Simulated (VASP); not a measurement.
Input of a VASP 6.6.1 run:

Contents of INCAR:

```
  PREC = Accurate
  ENCUT = 510
  EDIFF = 1E-6
  ISMEAR = 0
  SIGMA = 0.05
  LREAL = False
  LASPH = True
  NELM = 120
  ALGO = Normal
  ISIF = 2
  LWAVE = False
  LCHARG = True
  LELF = True
  LVHAR = True
  NBANDS = 22
  GGA_COMPAT = False
```

File KPOINTS:

```
regular mesh
0
Gamma
  14 14 14
```

Contents of POSCAR:

```
As
1.0
    1.8797242401      1.0852592960      3.3279469364
   -1.8797242401      1.0852592960      3.3279469364
    0.0000000000     -2.1705185921      3.3279469364
As
2
Direct
    0.2306122151      0.2306122151      0.2306122151
    0.7693877849      0.7693877849      0.7693877849
```

Potentials or basis: VASP PAW LDA potentials, release 64 (As_d).

The run is started by

```sh
$ cat potpaw_LDA.64/As_d/POTCAR > POTCAR
$ mpirun -np 1 vasp_std > vasp.out
```

What does it give for the pressure?

0.3 GPa.

What does it give for the largest force?

0.026 eV/Å.

Predict the band gap on the k mesh.

zero (bands 15 and 16 overlap by 0.44 eV).

Forces in eV/Å, atoms in the order of the input:
```
As   0.000  0.000  0.026
As   0.000  0.000 -0.026
```
